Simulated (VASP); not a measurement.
A run of VASP 6.6.1 is set up as follows.

INCAR

```
SYSTEM = SiO2
ALGO = Normal
EDIFF = 1E-7
EDIFFG = -0.002
ENCUT = 600
IBRION = 2
ISIF = 3
ISMEAR = 0
LASPH = .True.
LCHARG = .False.
LREAL = .False.
LWAVE = .False.
NELM = 100
NSW = 100
PREC = Accurate
SIGMA = 0.02
```

The input KPOINTS:

```
k-points
0
Gamma
  4 4 8
  0 0 0
```

Contents of POSCAR:

```
SiO2
1.0
    4.1865000000      0.0000000000      0.0000000000
    0.0000000000      4.1865000000      0.0000000000
    0.0000000000      0.0000000000      2.6684000000
Si O
2 4
Direct
    0.0000000000      0.0000000000      0.0000000000
    0.5000000000      0.5000000000      0.5000000000
    0.3059000000      0.3059000000      0.0000000000
    0.1941000000      0.8059000000      0.5000000000
    0.6941000000      0.6941000000      0.0000000000
    0.8059000000      0.1941000000      0.5000000000
```

Potentials or basis: VASP PAW LDA potentials, release 64 (Si, O).

The run is started by

```sh
$ cat potpaw_LDA.64/Si/POTCAR potpaw_LDA.64/O/POTCAR > POTCAR
$ mpirun -np 1 vasp_std > vasp.out
```

Predict the space group after relaxing (to 0.05 Å).

P4_2/mnm (No. 136).

What does it give for the relaxed cell?

a = 4.154 Å, b = 4.154 Å, c = 2.666 Å, α = 90.00°, β = 90.00°, γ = 90.00°.

Estimate the band gap on the k mesh.

5.78 eV, direct.

Final structure:
```
Si O
1.0
     4.15400    0.00000    0.00000
     0.00000    4.15400    0.00000
     0.00000    0.00000    2.66598
Si O
2 4
Direct
  0.00000 0.00000 0.00000
  0.50000 0.50000 0.50000
  0.30539 0.30539 0.00000
  0.19461 0.80539 0.50000
  0.69461 0.69461 0.00000
  0.80539 0.19461 0.50000
```

Expect the measured gap to be larger: semilocal functionals such as LDA lack the derivative discontinuity. Zero-point motion and thermal expansion aren't in these numbers.
